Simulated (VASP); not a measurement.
# H11C2NO4 in VASP: notebook, part 2 of 2

VASP 6.6.1. Earlier steps stand in the parts before.

## (4) Single point, PBE+D3(BJ)

Contents of INCAR:

```
  PREC = Accurate
  ENCUT = 520
  EDIFF = 1E-6
  ISMEAR = -1
  SIGMA = 0.02
  LREAL = Auto
  LASPH = True
  NELM = 80
  ALGO = Normal
  ISIF = 2
  LWAVE = False
  LCHARG = False
  GGA = PE
  IVDW = 12
  NBANDS = 39
```

Contents of KPOINTS:

```
Automatic mesh
0
Gamma
  1 1 1
```

Contents of POSCAR:

```
H11C2NO4
1.0
    5.9154820000      0.0000000000      0.0000000000
    0.0000000000      5.9154820000      0.0000000000
    0.0000000000      0.0000000000      5.9154820000
O H C N
4 11 2 1
Direct
    0.5175064348      0.3638249597      0.8849152106
    0.0418055536      0.8983207117      0.9055559631
    0.7272949187      0.3269048913      0.4142350530
    0.1083259149      0.3097634309      0.0833406306
    0.3648054377      0.3809495152      0.9545629587
    0.5683898624      0.5080059410      0.8336936872
    0.1699946006      0.8982530925      0.8011857698
   -0.0953599385      0.8625839788      0.8238889071
    0.8413515585      0.2059849054      0.3938140628
    0.6546888318      0.2846767178      0.5533615012
   -0.0220438504      0.4017762204      0.0416872201
    0.0651679779      0.1661910221      0.0017580985
    0.4750923086      0.5959446753      0.2455928359
    0.2659631117      0.8307860627      0.2697835950
    0.5390262366      0.8977966631      0.1626917299
    0.4465739225      0.7813395426      0.2845752890
    0.5241500185      0.8246158132      0.5088173711
    0.6205749591      0.8502434797      0.6814491194
```

Started as:

```sh
cat potpaw_PBE.64/O/POTCAR potpaw_PBE.64/H/POTCAR potpaw_PBE.64/C/POTCAR potpaw_PBE.64/N/POTCAR > POTCAR
mpirun -np 1 vasp_gam > vasp.out
```

It used 39 s of CPU time on 1 thread of AMD EPYC 7R13 Processor (Zen 3), on a shared host.

Results (log left out):

```yaml
Free_energy: -95.5030 eV
Pressure: -1.0 GPa
Largest_force: 1.854 eV/Å
Band_gap_on_the_k_mesh: 4.49 eV
Dispersion_energy_per_atom: -0.037 eV
```

Forces on the atoms (eV/Å):
```
O   -0.266 -0.881  0.151
O    0.990  0.164  0.354
O    0.964 -0.611 -0.533
O   -0.564 -0.457 -0.460
H    0.265 -0.107 -0.190
H    0.060  1.050 -0.214
H   -0.282 -0.170  0.042
H   -0.720 -0.045 -0.587
H   -0.452  0.828 -0.133
H   -0.514 -0.132  0.822
H    0.087  0.345  0.364
H    0.441  0.130  0.499
H   -0.166  0.938  0.068
H    0.278 -0.344 -0.149
H   -0.329 -0.715  0.479
C   -0.380  0.120 -0.612
C    1.456 -0.018  1.148
N   -0.865 -0.095 -1.048
```

Stress tensor (GPa, compression positive):
```
-1.34  0.32  0.00
 0.32 -1.10  0.21
 0.00  0.21 -0.56
```

Levels at points of the mesh, in eV from the valence-band top:
```
           k point  band 21  band 22  band 23  band 24  band 25  band 26  band 27  band 28
(0.00, 0.00, 0.00)    -1.06    -0.48    -0.26     0.00     4.49     5.58     5.72     7.75
```

Caveat: the k points lie up to 1.06 Å⁻¹ apart.

## (5) Single point, PBE+D3(BJ)

Contents of INCAR:

```
PREC = Accurate ; ENCUT = 520
EDIFF = 1E-6 ; ISMEAR = -1
SIGMA = 0.02 ; LREAL = Auto
LASPH = T ; NELM = 80
ALGO = Normal ; ISIF = 2
LWAVE = F ; LCHARG = F
GGA = PE ; IVDW = 12
NBANDS = 39
```

KPOINTS is that of step 4.

Contents of POSCAR:

```
H11C2NO4
1.0
    5.9154820000      0.0000000000      0.0000000000
    0.0000000000      5.9154820000      0.0000000000
    0.0000000000      0.0000000000      5.9154820000
O H C N
4 11 2 1
Direct
    0.4922337689      0.3876776229      0.8170086563
    0.0021638135      0.8177524672      0.9465669915
    0.7285458734      0.3765204594      0.4169567247
    0.1082921054      0.2539099941      0.1066354356
    0.3437758749      0.3515858894      0.8801480589
    0.5310809838      0.5413590980      0.7954888545
    0.1146314028      0.7286473021      0.8698192303
   -0.1296766688      0.8412839393      0.8372944081
    0.8748906682      0.3218334533      0.4600977570
    0.6515952546      0.3330413312      0.5548153134
   -0.0233117098      0.3469877856      0.0694448905
    0.0554139122      0.1040320975      0.0596739201
    0.5175909588      0.6763607767      0.1988510826
    0.2909822057      0.8696839919      0.2988260297
    0.5518907842      0.9765729995      0.1738488935
    0.4746865936      0.8428898947      0.2789459929
    0.5622027081      0.8513422913      0.5052504597
    0.6400492809      0.8422644173      0.6819900728
```

Started as:

```sh
cat potpaw_PBE.64/O/POTCAR potpaw_PBE.64/H/POTCAR potpaw_PBE.64/C/POTCAR potpaw_PBE.64/N/POTCAR > POTCAR
mpirun -np 1 vasp_gam > vasp.out
```

It used 32 s of CPU time on 1 thread of AMD EPYC 7R13 Processor (Zen 3) (shared host).

The run converged. Its results:

| Item | Value |
| --- | --- |
| Free energy | -95.3313 eV |
| Pressure | 1.2 GPa |
| Largest force | 2.571 eV/Å |
| Band gap on the k mesh | 4.62 eV |
| Dispersion energy per atom | -0.037 eV |

Forces on the atoms (eV/Å):
```
O    0.254 -2.061 -0.043
O   -0.793  0.480 -0.118
O    0.140 -0.100 -0.202
O   -0.195  0.423 -0.312
H   -0.033  0.449  0.387
H   -0.306  1.567  0.157
H    0.227 -0.100 -0.296
H    0.667 -0.396  0.554
H    1.130 -0.132 -0.532
H   -1.167  0.065  0.505
H    0.085  0.161  0.315
H    0.257 -0.540 -0.121
H   -0.358  0.469  0.552
H    0.075 -0.077 -0.618
H   -0.330  0.060  0.230
C   -0.009 -0.206 -0.029
C   -0.350 -0.284 -2.531
N    0.706  0.224  2.103
```

Stress tensor (GPa, compression positive):
```
 0.83 -0.34  0.63
-0.34  0.93  0.05
 0.63  0.05  1.76
```

Levels at points of the mesh, in eV from the valence-band top:
| k point | band 22 | band 23 | band 24 | band 25 | band 26 | band 27 |
| --- | --- | --- | --- | --- | --- | --- |
| (0.00, 0.00, 0.00) | -0.63 | -0.49 | 0.00 | 4.62 | 5.61 | 6.06 |

Caveat: the k points lie up to 1.06 Å⁻¹ apart.

## (6) Molecular dynamics, PBE+D3(BJ)

Contents of INCAR:

```
SYSTEM = H11C2NO4
PREC = Accurate
ENCUT = 520
EDIFF = 1E-5
ISMEAR = -1
SIGMA = 0.02
LREAL = Auto
LASPH = .True.
NELM = 60
ALGO = Normal
ISIF = 2
LWAVE = .False.
LCHARG = .False.
GGA = PE
IVDW = 12
NBANDS = 39
IBRION = 0
NSW = 40
POTIM = 0.5
TEBEG = 300.0
TEEND = 300.0
ISYM = 0
NELMIN = 4
RANDOM_SEED = 708525 0 0
MDALGO = 2
SMASS = 0
```

Contents of KPOINTS:

```
regular mesh
0
Gamma
  1 1 1
  0 0 0
```

Contents of POSCAR:

```
H11C2NO4
1.0
    5.9154820000      0.0000000000      0.0000000000
    0.0000000000      5.9154820000      0.0000000000
    0.0000000000      0.0000000000      5.9154820000
O H C N
4 11 2 1
Direct
    0.7003041600      0.4300314200      0.8758055900
    0.0499870700      0.9938386800      0.8516200100
    0.7308374300      0.2161035000      0.4173887300
    0.0666270000      0.3285324300      0.1175134100
    0.5686653600      0.3531093600      0.9487850700
    0.6181056700      0.5630810600      0.8117116000
    0.1498357200      0.9094370200      0.7622539700
   -0.1010345400      0.9469275500      0.7996109800
    0.8385894600      0.2667347500      0.3058587900
    0.7622117800      0.2680003800      0.5687000300
   -0.0103510600      0.4349643800      0.0155200900
    0.0671693400      0.1789711400      0.0310494700
    0.3388041500      0.5637483600      0.2611142900
    0.1904870400      0.8144259300      0.3293005900
    0.4454587000      0.8528383300      0.1749101900
    0.3628018000      0.7434461400      0.3030190500
    0.4800439400      0.7792470700      0.5163932100
    0.5527184100      0.8334581500      0.6937734300
```

Potentials or basis: VASP PAW PBE potentials, release 64 (O, H, C, N).

Started as:

```sh
cat potpaw_PBE.64/O/POTCAR potpaw_PBE.64/H/POTCAR potpaw_PBE.64/C/POTCAR potpaw_PBE.64/N/POTCAR > POTCAR
mpirun -np 1 vasp_gam > vasp.out
```

Wall time 11 min (1 thread of AMD EPYC 7R13 (Zen 3), shared host); peak memory 0.32 GiB.

Results (log left out):

- Dispersion energy per atom: -0.037 eV

The path:
```tsv
step	potential energy change (eV)	largest force (eV/Å)	pressure (GPa)	volume (Å³)	temperature (K)
1	0.0000	2.0718	-0.34	207.00	294
2	0.0555	2.2653	-0.71	207.00	275
3	0.0946	2.5046	-1.09	207.00	258
4	0.1101	2.6237	-1.42	207.00	253
5	0.1036	2.6227	-1.69	207.00	258
6	0.0813	2.5107	-1.86	207.00	271
7	0.0510	2.3054	-1.89	207.00	289
8	0.0194	2.3036	-1.77	207.00	308
9	-0.0087	2.5187	-1.50	207.00	325
10	-0.0306	2.5998	-1.10	207.00	339
11	-0.0467	2.5419	-0.62	207.00	350
12	-0.0598	2.3435	-0.10	207.00	358
13	-0.0742	1.9994	0.39	207.00	364
14	-0.0930	1.8290	0.80	207.00	371
15	-0.1148	1.7554	1.10	207.00	377
16	-0.1340	1.5506	1.27	207.00	378
17	-0.1437	1.6013	1.31	207.00	374
18	-0.1411	1.5548	1.23	207.00	361
19	-0.1290	1.7663	1.04	207.00	343
20	-0.1138	1.7988	0.75	207.00	324
21	-0.1002	1.5463	0.39	207.00	304
22	-0.0899	1.5492	-0.01	207.00	287
23	-0.0822	1.5911	-0.40	207.00	272
24	-0.0766	1.6194	-0.75	207.00	260
25	-0.0732	1.5955	-1.03	207.00	249
26	-0.0731	1.7666	-1.21	207.00	241
27	-0.0768	1.8157	-1.27	207.00	236
28	-0.0843	1.7171	-1.21	207.00	235
29	-0.0948	1.5938	-1.05	207.00	236
30	-0.1076	1.5020	-0.79	207.00	239
31	-0.1233	1.7116	-0.47	207.00	245
32	-0.1431	1.8676	-0.12	207.00	253
33	-0.1672	1.9528	0.21	207.00	264
34	-0.1919	2.0346	0.51	207.00	277
35	-0.2101	1.8832	0.76	207.00	287
36	-0.2149	1.5975	0.94	207.00	291
37	-0.2029	1.7705	1.06	207.00	288
38	-0.1757	1.6737	1.11	207.00	278
39	-0.1384	1.3525	1.09	207.00	265
40	-0.0970	1.5888	1.00	207.00	249
```

Caveat: the k points lie up to 1.06 Å⁻¹ apart.
